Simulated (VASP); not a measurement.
GaN, 2 atoms in the cell. The structure is cubic, space group F-43m (No. 216). The conventional cell has a = 4.507 Å, b = 4.507 Å, c = 4.507 Å, α = 90.00°, β = 90.00°, γ = 90.00°. Ga (site symmetry -43m) has 4 N at 1.95 Å within 2.6 Å. N (site symmetry -43m) has 4 Ga at 1.95 Å within 2.6 Å. 

* Program: VASP 6.6.1
* Task: elastic constants
* Functional: PBE
* Potentials or basis: VASP PAW PBE potentials, release 64 (Ga_d, N)
* Cutoff: 600 eV
* k mesh: 8 × 8 × 8
* Occupations: fermi-dirac, width 0.05 eV
* Spin: no spin polarisation
* Dipole correction: no
* Ions in elastic constants: relaxed
* Further INCAR settings: ALGO = Normal; EDIFF = 1e-08; IBRION = 6; POTIM = 0.015; NSW = 1; ISIF = 3

Potentials or basis: VASP PAW PBE potentials, release 64 (Ga_d, N).

Command:

```bash
$ cat potpaw_PBE.64/Ga_d/POTCAR potpaw_PBE.64/N/POTCAR > POTCAR
$ mpirun -np 1 vasp_std > vasp.out
```

Hardware: 1 thread of Intel(R) Xeon(R) Platinum 8259CL CPU @ 2.50GHz (Skylake/Cascade Lake), on a shared host.

Task: Estimate the wall time of this run.

Result: It took 7 min on 1 thread of Intel(R) Xeon(R) Platinum 8259CL CPU @ 2.50GHz (Skylake/Cascade Lake) (shared host), peak memory 0.25 GiB. Counts: scf iterations 169, k points 29.
